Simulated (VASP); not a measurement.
# SnSe (Fm-3m) in VASP: single point with PBEsol

Aim: the single point of SnSe with PBEsol.

Program: VASP 6.6.1. These are calculated values, not measurements. Logs are shortened: lines on timing, memory, paths and dates and some standing lists are left out, and cuts for length are marked.

### 1 The cell of the first run

Symmetry: Fm-3m, No. 225, cubic system. The conventional cell has a = 6.020 Å, b = 6.020 Å, c = 6.020 Å, α = 90.00°, β = 90.00°, γ = 90.00°. Within 4.0 Å of Sn (site symmetry m-3m) lie 6 Se at 3.01 Å. Se (site symmetry m-3m) has 6 Sn at 3.01 Å within 4.0 Å.

### 2 Single point, PBEsol

INCAR reads:

```
SYSTEM = SnSe
ALGO = Normal ; EDIFF = 1E-6
ENCUT = 520 ; GGA = PS
ISIF = 2 ; ISMEAR = 0
LASPH = .TRUE. ; LCHARG = .TRUE.
LELF = .TRUE. ; LREAL = .FALSE.
LVHAR = .TRUE. ; LWAVE = .FALSE.
NBANDS = 17 ; NELM = 100
PREC = Accurate ; SIGMA = 0.1
```

KPOINTS reads:

```
k-points
0
G
  6 6 6
  0 0 0
```

POSCAR reads:

```
SnSe
1.0
    0.0000000000      3.0100000000      3.0100000000
    3.0100000000      0.0000000000      3.0100000000
    3.0100000000      3.0100000000      0.0000000000
Sn Se
1 1
Direct
    0.0000000000      0.0000000000      0.0000000000
    0.5000000000      0.5000000000      0.5000000000
```

Potentials or basis: VASP PAW PBE potentials, release 64 (Sn_d, Se).

Run with:

```bash
$ cat potpaw_PBE.64/Sn_d/POTCAR potpaw_PBE.64/Se/POTCAR > POTCAR
$ mpirun -np 1 vasp_std > vasp.out
```

OUTCAR:

```text
SYSTEM = SnSe
   EDIFF = 1E-6
   ENCUT = 520
   GGA = PS
   ISIF = 2
   ISMEAR = 0
   LASPH = .TRUE.
   LREAL = .FALSE.
   NELM = 100
   PREC = Accurate

 ion  position               nearest neighbor table
   1  0.000  0.000  0.000-   2 3.01   2 3.01   2 3.01   2 3.01   2 3.01   2 3.01
   2  0.500  0.500  0.500-   1 3.01   1 3.01   1 3.01   1 3.01   1 3.01   1 3.01

  LATTYP: Found a face centered cubic cell.
 ALAT       =     6.0200000000

  Lattice vectors:

 A1 = (   0.0000000000,   3.0100000000,   3.0100000000)
 A2 = (   3.0100000000,   0.0000000000,   3.0100000000)
 A3 = (   3.0100000000,   3.0100000000,   0.0000000000)

Analysis of symmetry for initial positions (statically):
=====================================================================
 Subroutine PRICEL returns:
 Original cell was already a primitive cell.

 Routine SETGRP: Setting up the symmetry group for a
 face centered cubic supercell.

 Subroutine GETGRP returns: Found 48 space group operations
 (whereof 48 operations were pure point group operations)
 out of a pool of 48 trial point group operations.

The static configuration has the point symmetry O_h .

Analysis of symmetry for dynamics (positions and initial velocities):
=====================================================================
 Subroutine PRICEL returns:
 Original cell was already a primitive cell.

 Routine SETGRP: Setting up the symmetry group for a
 face centered cubic supercell.

 Subroutine GETGRP returns: Found 48 space group operations
 (whereof 48 operations were pure point group operations)
 out of a pool of 48 trial point group operations.

The dynamic configuration has the point symmetry O_h .

 Subroutine INISYM returns: Found 48 space group operations
 (whereof 48 operations are pure point group operations),
 and found     1 'primitive' translations

----------------------------------------------------------------------------------------

                                     Primitive cell

  volume of cell :      54.5418

  direct lattice vectors                    reciprocal lattice vectors
     0.000000000  3.010000000  3.010000000    -0.166112957  0.166112957  0.166112957
     3.010000000  0.000000000  3.010000000     0.166112957 -0.166112957  0.166112957
     3.010000000  3.010000000  0.000000000     0.166112957  0.166112957 -0.166112957

  length of vectors
     4.256782823  4.256782823  4.256782823     0.287716081  0.287716081  0.287716081

  position of ions in fractional coordinates (direct lattice)
     0.000000000  0.000000000  0.000000000
     0.500000000  0.500000000  0.500000000

  ion indices of the primitive-cell ions
   primitive index   ion index
                 1           1
                 2           2

----------------------------------------------------------------------------------------

 KPOINTS: k-points

Automatic generation of k-mesh.
 Grid dimensions read from file:
 generate k-points for:    6    6    6

 Generating k-lattice:

  Cartesian coordinates                     Fractional coordinates (reciprocal lattice)
    -0.027685493  0.027685493  0.027685493     0.166666667  0.000000000  0.000000000
     0.027685493 -0.027685493  0.027685493     0.000000000  0.166666667  0.000000000
     0.027685493  0.027685493 -0.027685493     0.000000000  0.000000000  0.166666667

  Length of vectors
     0.047952680  0.047952680  0.047952680

  Shift w.r.t. Gamma in fractional coordinates (k-lattice)
     0.000000000  0.000000000  0.000000000

 Subroutine IBZKPT returns following result:
 ===========================================

 Found     16 irreducible k-points:

 Following reciprocal coordinates:
            Coordinates               Weight
  0.000000  0.000000  0.000000      1.000000
  0.166667  0.000000  0.000000      8.000000
  0.333333  0.000000  0.000000      8.000000
  0.500000  0.000000  0.000000      4.000000
  0.166667  0.166667  0.000000      6.000000
  0.333333  0.166667  0.000000     24.000000
[... 8 lines left out ...]
 -0.333333  0.333333  0.166667     24.000000
 -0.333333  0.500000  0.166667     12.000000
   k-points           NKPTS =     16   k-points in BZ     NKDIM =     16   number of bands    NBANDS=     17
   number of dos      NEDOS =    301   number of ions     NIONS =      2
   total plane-waves  NPLWV =  32768
   dimension x,y,z NGX =    32 NGY =   32 NGZ =   32
   dimension x,y,z NGXF=    64 NGYF=   64 NGZF=   64
   ions per type =               1   1
   NGX,Y,Z   is equivalent  to a cutoff of  12.50, 12.50, 12.50 a.u.
   NGXF,Y,Z  is equivalent  to a cutoff of  24.99, 24.99, 24.99 a.u.
 SYSTEM =  SnSe
   PREC   = accura    normal or accurate (medium, high low for compatibility)
   ISTART =      0    job   : 0-new  1-cont  2-samecut
   ICHARG =      2    charge: 1-file 2-atom 10-const
   ISPIN  =      1    spin polarized calculation?
   LNONCOLLINEAR =      F non collinear calculations
   LSORBIT =      F    spin-orbit coupling
   LASPH  =      T    aspherical Exc in radial PAW
   ENCUT  =  520.0 eV  38.22 Ry    6.18 a.u.   7.91  7.91  7.91*2*pi/ulx,y,z
   NELM   =    100;   NELMIN=  2; NELMDL= -5     # of ELM steps
   EDIFF  = 0.1E-05   stopping-criterion for ELM
   LREAL  =      F    real-space projection
   EDIFFG = 0.1E-04   stopping-criterion for IOM
   NSW    =      0    number of steps for IOM
   IBRION =     -1    ionic relax: 0-MD 1-quasi-New 2-CG
   NFREE  =      0    steps in history (QN), initial steepest desc. (CG)
   ISIF   =      2    stress and relaxation
   ISYM   =      2    0-nonsym 1-usesym 2-fastsym
   POTIM  = 0.5000    time-step for ionic-motion
   TEBEG  =    0.0;   TEEND  =   0.0 temperature during run
   PSTRESS=    0.0 pullay stress
   NELECT =      20.0000    total number of electrons
   NUPDOWN=      -1.0000    fix difference up-down
   EMIN   =  10.00;   EMAX   =-10.00  energy-range for DOS
   EFERMI =   0.00;   METHOD = LEGACY
   ISMEAR =     0;   SIGMA  =   0.10  broadening in eV -4-tet -1-fermi 0-gaus
   EFERMI_NEDOS =   21; number of points for ismear=-14 and -15
   IALGO  =     38    algorithm
   IMIX   =      4    mixing-type and parameters
     AMIX     =   0.40;   BMIX     =  1.00
     AMIX_MAG =   1.60;   BMIX_MAG =  1.00
  volume/ion in A,a.u.               =      27.27       184.03
  Fermi-wavevector in a.u.,A,eV,Ry     =   1.171768  2.214321 18.681350  1.373040
  Thomas-Fermi vector in A             =   2.308207
   LORBIT       =      0    0 simple, 1 ext, 2 COOP (PROOUT), +10 PAW based schemes
   GGA     = PS    functional components
   LHFCALC =     F    Hartree Fock is set to
   AEXX    =    0.0000 exact exchange contribution
   IVDW    =     0    specifies the selected vdW correction
   LEPSILON=     F    determine dielectric tensor
   LRPA    =     F    only Hartree local field effects (RPA)
 non-spin polarized calculation
 Gauss-broadening in eV      SIGMA  =   0.10
  energy-cutoff  :      520.00
  volume of cell :       54.54
 maximum number of plane-waves:      1484
   NGX = 15   NGY = 15   NGZ = 15

 number of electron      20.0000005 magnetization

 Free energy of the ion-electron system (eV)
  ---------------------------------------------------
  ext. energy  EPLUGINS =         0.00000000
  ---------------------------------------------------
  free energy    TOTEN  =        -8.99269597 eV

  energy without entropy =       -8.99269591  energy(sigma->0) =       -8.99269594

 E-fermi :   5.6736     XC(G=0):  -9.7816

 val. band max:        5.3508895155   @ k =   0.5000   0.0000   0.0000
 cond. band min:       5.9963849739   @ k =   0.5000   0.0000   0.0000
 fundamental gap:      0.6454954584
 Fermi energy:         5.6736312781

 k-point     1 :       0.0000    0.0000    0.0000
  band No.  band energies     occupation
      1     -16.0512      2.00000
      2     -16.0512      2.00000
      3     -16.0512      2.00000
      4     -16.0510      2.00000
      5     -16.0510      2.00000
      6      -8.4522      2.00000
[... 9 lines left out ...]
     16      11.2411      0.00000
     17      13.5030      0.00000

 k-point     2 :       0.1667    0.0000    0.0000
  band No.  band energies     occupation
      1     -16.0530      2.00000
      2     -16.0530      2.00000
      3     -16.0505      2.00000
      4     -16.0478      2.00000
      5     -16.0478      2.00000
      6      -8.2611      2.00000
[... 9 lines left out ...]
     16      11.8718      0.00000
     17      15.2392      0.00000

 k-point     3 :       0.3333    0.0000    0.0000
  band No.  band energies     occupation
      1     -16.0571      2.00000
      2     -16.0571      2.00000
      3     -16.0493      2.00000
      4     -16.0412      2.00000
      5     -16.0412      2.00000
      6      -7.8035      2.00000
[... 9 lines left out ...]
     16      13.5093      0.00000
     17      17.1662      0.00000

 k-point     4 :       0.5000    0.0000    0.0000
  band No.  band energies     occupation
      1     -16.0591      2.00000
      2     -16.0591      2.00000
      3     -16.0487      2.00000
      4     -16.0379      2.00000
      5     -16.0379      2.00000
      6      -7.5156      2.00000
[... 9 lines left out ...]
     16      15.6123      0.00000
     17      15.6123      0.00000
[... 183 lines left out ...]
      1     -16.0663      2.00000
      2     -16.0511      2.00000
      3     -16.0508      2.00000
      4     -16.0396      2.00000
      5     -16.0380      2.00000
      6      -7.4846      2.00000
[... 9 lines left out ...]
     16      15.3478      0.00000
     17      15.8545      0.00000

 k-point    15 :      -0.3333    0.3333    0.1667
  band No.  band energies     occupation
      1     -16.0677      2.00000
      2     -16.0522      2.00000
      3     -16.0454      2.00000
      4     -16.0441      2.00000
      5     -16.0354      2.00000
      6      -7.2898      2.00000
[... 9 lines left out ...]
     16      16.8197      0.00000
     17      16.8237      0.00000

 k-point    16 :      -0.3333    0.5000    0.1667
  band No.  band energies     occupation
      1     -16.0736      2.00000
      2     -16.0519      2.00000
      3     -16.0477      2.00000
      4     -16.0395      2.00000
      5     -16.0332      2.00000
      6      -7.2152      2.00000
[... 9 lines left out ...]
     16      16.5659      0.00000
     17      18.1431      0.00000

------------------------ aborting loop because EDIFF is reached ----------------------------------------

  FORCE on cell =-STRESS in cart. coord.  units (eV):
  Direction    XX          YY          ZZ          XY          YZ          ZX
  --------------------------------------------------------------------------------------
  -------------------------------------------------------------------------------------
  Total       -0.7667894     -0.7667894     -0.7667894      0.0000000      0.0000000      0.0000000
  in kB      -22.5246067    -22.5246067    -22.5246067      0.0000000      0.0000000      0.0000000
  external PRESSURE =     -22.5246067 kB  Pullay stress =       0.0000000 kB

 VOLUME and BASIS-vectors are now :
 -----------------------------------------------------------------------------
  energy-cutoff  :      520.00
  volume of cell :       54.54
      direct lattice vectors                 reciprocal lattice vectors
     0.000000000  3.010000000  3.010000000    -0.166112957  0.166112957  0.166112957
     3.010000000  0.000000000  3.010000000     0.166112957 -0.166112957  0.166112957
     3.010000000  3.010000000  0.000000000     0.166112957  0.166112957 -0.166112957

 POSITION                                       TOTAL-FORCE (eV/Angst)
 -----------------------------------------------------------------------------------
      0.00000      0.00000      0.00000         0.000000      0.000000      0.000000
      3.01000      3.01000      3.01000        -0.000000     -0.000000     -0.000000
 -----------------------------------------------------------------------------------
    total drift:                                0.000000     -0.000000     -0.000000

  FREE ENERGIE OF THE ION-ELECTRON SYSTEM (eV)
  ---------------------------------------------------
  free  energy   TOTEN  =        -8.9926959694 eV

  energy  without entropy=       -8.9926959069  energy(sigma->0) =       -8.99269594
```

Run time: 12 s. Hardware: 1 thread of Intel Xeon Platinum 8488C (Sapphire Rapids), shared host; peak memory 0.17 GiB.

What came out:

* Free energy: -8.9927 eV
* Pressure: -2.3 GPa
* Band gap on the k mesh: 0.65 eV

Levels at points of the mesh, in eV from the valence-band top:
```tsv
k point	band 8	band 9	band 10	band 11	band 12	band 13
(0.00, 0.00, 0.00)	-2.11	-2.11	-2.11	4.37	4.37	4.37
(0.50, 0.00, 0.00)	-1.86	-1.86	0.00	0.65	1.30	1.30
(0.50, 0.50, 0.00)	-5.42	-3.57	-3.57	3.01	5.41	5.41
```

Caveat: the PAW data sets were made with another functional, which shifts forces and pressure a little; spin-orbit coupling is left out, which moves the levels of the heavy elements. A k mesh can miss the band edges.
